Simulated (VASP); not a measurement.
# BN in VASP: settings compared, part 2 of 3

VASP 6.6.1.

**4. Single point, PBEsol-based global hybrid with 25 % exact exchange**

This run uses another cell than the first one, of 5.76 Å³/atom.

POSCAR reads:

```
BN
1.0
    0.0000000000      1.7920985345      1.7920985345
    1.7920985345      0.0000000000      1.7920985345
    1.7920985345      1.7920985345      0.0000000000
N B
1 1
Direct
    0.2500000000      0.2500000000      0.2500000000
    0.0000000000      0.0000000000      0.0000000000
```

INCAR.step1 reads:

```
PREC = Accurate
ENCUT = 520
EDIFF = 1E-5
ISMEAR = -1
SIGMA = 0.05
LREAL = F
LASPH = T
NELM = 60
ALGO = Normal
ISIF = 2
LWAVE = T
LCHARG = F
GGA = PE
NBANDS = 11
```

INCAR.step2 reads:

```
PREC = Accurate
ENCUT = 520
EDIFF = 1E-6
ISMEAR = -1
SIGMA = 0.05
LREAL = F
LASPH = T
NELM = 60
ALGO = Normal
ISIF = 2
LWAVE = F
LCHARG = F
GGA = PS
LHFCALC = T
AEXX = 0.25
PRECFOCK = Normal
ISTART = 1
NBANDS = 11
```

KPOINTS reads:

```
regular mesh
0
Gamma
  7 7 7
```

Potentials or basis: VASP PAW PBE potentials, release 64 (N, B).

Command:

```bash
cat potpaw_PBE.64/N/POTCAR potpaw_PBE.64/B/POTCAR > POTCAR
cp INCAR.step1 INCAR
mpirun -np 1 vasp_std > vasp.out
cp INCAR.step2 INCAR
mpirun -np 1 vasp_std > vasp.out
```

OUTCAR:

```text
PREC = Accurate
   ENCUT = 520
   EDIFF = 1E-6
   ISMEAR = -1
   LREAL = F
   LASPH = T
   NELM = 60
   ISIF = 2
   GGA = PS
   LHFCALC = T
   AEXX = 0.25
   PRECFOCK = Normal
   ISTART = 1

 ion  position               nearest neighbor table
   1  0.250  0.250  0.250-   2 1.55   2 1.55   2 1.55   2 1.55
   2  0.000  0.000  0.000-   1 1.55   1 1.55   1 1.55   1 1.55

  LATTYP: Found a face centered cubic cell.
 ALAT       =     3.5841970690

  Lattice vectors:

 A1 = (   0.0000000000,   1.7920985345,   1.7920985345)
 A2 = (   1.7920985345,   0.0000000000,   1.7920985345)
 A3 = (   1.7920985345,   1.7920985345,   0.0000000000)

Analysis of symmetry for initial positions (statically):
=====================================================================
 Subroutine PRICEL returns:
 Original cell was already a primitive cell.

 Routine SETGRP: Setting up the symmetry group for a
 face centered cubic supercell.

 Subroutine GETGRP returns: Found 24 space group operations
 (whereof 24 operations were pure point group operations)
 out of a pool of 48 trial point group operations.

The static configuration has the point symmetry T_d .

Analysis of symmetry for dynamics (positions and initial velocities):
=====================================================================
 Subroutine PRICEL returns:
 Original cell was already a primitive cell.

 Routine SETGRP: Setting up the symmetry group for a
 face centered cubic supercell.

 Subroutine GETGRP returns: Found 24 space group operations
 (whereof 24 operations were pure point group operations)
 out of a pool of 48 trial point group operations.

The dynamic configuration has the point symmetry T_d .

 Subroutine INISYM returns: Found 24 space group operations
 (whereof 24 operations are pure point group operations),
 and found     1 'primitive' translations

----------------------------------------------------------------------------------------

                                     Primitive cell

  volume of cell :      11.5111

  direct lattice vectors                    reciprocal lattice vectors
     0.000000000  1.792098535  1.792098535    -0.279002516  0.279002516  0.279002516
     1.792098535  0.000000000  1.792098535     0.279002516 -0.279002516  0.279002516
     1.792098535  1.792098535  0.000000000     0.279002516  0.279002516 -0.279002516

  length of vectors
     2.534410053  2.534410053  2.534410053     0.483246533  0.483246533  0.483246533

  position of ions in fractional coordinates (direct lattice)
     0.250000000  0.250000000  0.250000000
     0.000000000  0.000000000  0.000000000

  ion indices of the primitive-cell ions
   primitive index   ion index
                 1           1
                 2           2

----------------------------------------------------------------------------------------

 KPOINTS: regular mesh

Automatic generation of k-mesh.
 Grid dimensions read from file:
 generate k-points for:    7    7    7

 Generating k-lattice:
[... 40 lines left out ...]
   number of dos      NEDOS =    301   number of ions     NIONS =      2
   total plane-waves  NPLWV =   8000
   dimension x,y,z NGX =    20 NGY =   20 NGZ =   20
   dimension x,y,z NGXF=    40 NGYF=   40 NGZF=   40
   ions per type =               1   1
   NGX,Y,Z   is equivalent  to a cutoff of  13.12, 13.12, 13.12 a.u.
   NGXF,Y,Z  is equivalent  to a cutoff of  26.24, 26.24, 26.24 a.u.
 SYSTEM =  unknown system
   PREC   = accura    normal or accurate (medium, high low for compatibility)
   ISTART =      1    job   : 0-new  1-cont  2-samecut
   ICHARG =      0    charge: 1-file 2-atom 10-const
   ISPIN  =      1    spin polarized calculation?
   LNONCOLLINEAR =      F non collinear calculations
   LSORBIT =      F    spin-orbit coupling
   LASPH  =      T    aspherical Exc in radial PAW
   ENCUT  =  520.0 eV  38.22 Ry    6.18 a.u.   4.71  4.71  4.71*2*pi/ulx,y,z
   NELM   =     60;   NELMIN=  2; NELMDL=  0     # of ELM steps
   EDIFF  = 0.1E-05   stopping-criterion for ELM
   LREAL  =      F    real-space projection
   EDIFFG = 0.1E-04   stopping-criterion for IOM
   NSW    =      0    number of steps for IOM
   IBRION =     -1    ionic relax: 0-MD 1-quasi-New 2-CG
   NFREE  =      0    steps in history (QN), initial steepest desc. (CG)
   ISIF   =      2    stress and relaxation
   ISYM   =      3    0-nonsym 1-usesym 2-fastsym
   POTIM  = 0.5000    time-step for ionic-motion
   TEBEG  =    0.0;   TEEND  =   0.0 temperature during run
   PSTRESS=    0.0 pullay stress
   NELECT =       8.0000    total number of electrons
   NUPDOWN=      -1.0000    fix difference up-down
   EMIN   =  10.00;   EMAX   =-10.00  energy-range for DOS
   EFERMI =   0.00;   METHOD = LEGACY
   ISMEAR =    -1;   SIGMA  =   0.05  broadening in eV -4-tet -1-fermi 0-gaus
   EFERMI_NEDOS =   21; number of points for ismear=-14 and -15
   IALGO  =     38    algorithm
   IMIX   =      1    mixing-type and parameters
     AMIX     =   0.40;   BMIX     =  1.00
     AMIX_MAG =   1.60;   BMIX_MAG =  1.00
  volume/ion in A,a.u.               =       5.76        38.84
  Fermi-wavevector in a.u.,A,eV,Ry     =   1.450106  2.740302 28.610413  2.102806
  Thomas-Fermi vector in A             =   2.567756
   LORBIT       =      0    0 simple, 1 ext, 2 COOP (PROOUT), +10 PAW based schemes
   GGA     = PS    functional components
   LHFCALC =     T    Hartree Fock is set to
   PRECFOCK=normal    Normal, Fast or Accurate (Low or Medium for compatibility)
   ENCUT4O =  -1.0   cutoff for four orbital integrals eV
   NKREDX  =     1    reduce k-point grid by
   NKREDY  =     1    reduce k-point grid by
   NKREDZ  =     1    reduce k-point grid by
   AEXX    =    0.2500 exact exchange contribution
   HFSCREEN=    0.0000 screening length (either q_TF or 0.3 A-1)
   HFSCREENC=   0.0000 screening length for correlation (either q_TF or 0.3 A-1)
   ENCUTFOCK=  -1.0 apply spherical cutoff to Coloumb kernel
   IVDW    =     0    specifies the selected vdW correction
   LEPSILON=     F    determine dielectric tensor
   LRPA    =     F    only Hartree local field effects (RPA)
 non-spin polarized calculation
  energy-cutoff  :      520.00
  volume of cell :       11.51
 maximum number of plane-waves:       331
  NGX = 16; NGY = 16; NGZ = 16

 number of electron       7.9999998 magnetization

 Free energy of the ion-electron system (eV)
  ---------------------------------------------------
  ext. energy  EPLUGINS =         0.00000000
  ---------------------------------------------------
  free energy    TOTEN  =       -21.94461254 eV

  energy without entropy =      -21.94461254  energy(sigma->0) =      -21.94461254

 E-fermi :   7.4083     XC(G=0): -10.3045

 val. band max:        6.4238460378   @ k =   0.0000   0.0000   0.0000
 cond. band min:      13.1748734944   @ k =   0.4286   0.4286   0.0000
 fundamental gap:      6.7510274566
 Fermi energy:         7.4083120901

 k-point     1 :       0.0000    0.0000    0.0000
  band No.  band energies     occupation
      1     -16.0250      2.00000
      2       6.4238      2.00000
      3       6.4238      2.00000
      4       6.4238      2.00000
      5      17.8423      0.00000
      6      17.8423      0.00000
      7      17.8423      0.00000
      8      19.7384      0.00000
      9      34.2898      0.00000
     10      37.2766      0.00000
     11      37.2766      0.00000
[... 253 lines left out ...]
 k-point    20 :      -0.2857    0.4286    0.1429
  band No.  band energies     occupation
      1      -9.6495      2.00000
      2      -2.4493      2.00000
      3      -1.9373      2.00000
      4       0.7419      2.00000
      5      17.6491      0.00000
      6      22.4892      0.00000
      7      24.3028      0.00000
      8      25.5097      0.00000
      9      28.4525      0.00000
     10      35.7018      0.00000
     11      38.1870      0.00000

------------------------ aborting loop because EDIFF is reached ----------------------------------------

  FORCE on cell =-STRESS in cart. coord.  units (eV):
  Direction    XX          YY          ZZ          XY          YZ          ZX
  --------------------------------------------------------------------------------------
  -------------------------------------------------------------------------------------
  Total        0.0509873      0.0509873      0.0509873      0.0000000      0.0000000      0.0000000
  in kB        7.0967075      7.0967075      7.0967075      0.0000000      0.0000000      0.0000000
  external PRESSURE =       7.0967075 kB  Pullay stress =       0.0000000 kB

 VOLUME and BASIS-vectors are now :
 -----------------------------------------------------------------------------
  energy-cutoff  :      520.00
  volume of cell :       11.51
      direct lattice vectors                 reciprocal lattice vectors
     0.000000000  1.792098535  1.792098535    -0.279002516  0.279002516  0.279002516
     1.792098535  0.000000000  1.792098535     0.279002516 -0.279002516  0.279002516
     1.792098535  1.792098535  0.000000000     0.279002516  0.279002516 -0.279002516

 POSITION                                       TOTAL-FORCE (eV/Angst)
 -----------------------------------------------------------------------------------
      0.89605      0.89605      0.89605         0.000000      0.000000      0.000000
      0.00000      0.00000      0.00000        -0.000000     -0.000000     -0.000000
 -----------------------------------------------------------------------------------
    total drift:                                0.000000      0.000000      0.000000

  FREE ENERGIE OF THE ION-ELECTRON SYSTEM (eV)
  ---------------------------------------------------
  free  energy   TOTEN  =       -21.9446125433 eV

  energy  without entropy=      -21.9446125432  energy(sigma->0) =      -21.94461254
```

OUTCAR.step1:

```text
PREC = Accurate
   ENCUT = 520
   EDIFF = 1E-5
   ISMEAR = -1
   LREAL = F
[... 494 lines left out ...]
      0.89605      0.89605      0.89605        -0.000000     -0.000000     -0.000000
      0.00000      0.00000      0.00000         0.000000      0.000000      0.000000
 -----------------------------------------------------------------------------------
    total drift:                                0.000000      0.000000      0.000000

  FREE ENERGIE OF THE ION-ELECTRON SYSTEM (eV)
  ---------------------------------------------------
  free  energy   TOTEN  =       -17.4325690241 eV

  energy  without entropy=      -17.4325690240  energy(sigma->0) =      -17.43256902
```

OSZICAR.step1:

```text
N       E                     dE             d eps       ncg     rms          rms(c)
DAV:   1     0.817164270068E+01    0.81716E+01   -0.50457E+03   472   0.730E+02
DAV:   2    -0.180456571824E+02   -0.26217E+02   -0.25717E+02   501   0.165E+02
DAV:   3    -0.184388635297E+02   -0.39321E+00   -0.39291E+00   524   0.171E+01
DAV:   4    -0.184392469810E+02   -0.38345E-03   -0.38345E-03   479   0.604E-01
DAV:   5    -0.184392473509E+02   -0.36995E-06   -0.36993E-06   503   0.177E-02    0.685E+00
DAV:   6    -0.175279092973E+02    0.91134E+00   -0.28884E+00   470   0.996E+00    0.336E+00
DAV:   7    -0.174473514616E+02    0.80558E-01   -0.11706E-01   500   0.279E+00    0.196E+00
DAV:   8    -0.174322853209E+02    0.15066E-01   -0.36768E-02   502   0.140E+00    0.207E-01
DAV:   9    -0.174324806218E+02   -0.19530E-03   -0.93500E-04   458   0.261E-01    0.861E-02
DAV:  10    -0.174325640397E+02   -0.83418E-04   -0.11894E-04   478   0.926E-02    0.153E-02
DAV:  11    -0.174325690241E+02   -0.49844E-05   -0.87176E-06   497   0.243E-02
   1 F= -.17432569E+02 E0= -.17432569E+02  d E =-.275681E-10
```

Wall time 11 min (1 thread of AMD EPYC 7R13, shared host); peak memory 0.1 GiB.

Results:

| Quantity | Value |
| --- | --- |
| Free energy | -21.9446 eV |
| Pressure | 0.7 GPa |
| Band gap on the k mesh | 6.75 eV (least direct gap 11.42 eV) |

Caveat: the k points lie up to 0.43 Å⁻¹ apart; the PAW data sets were made with another functional, which shifts forces and pressure a little; an odd mesh through Γ misses points on the zone boundary, where band edges can lie.

[end of part 2 of 3]
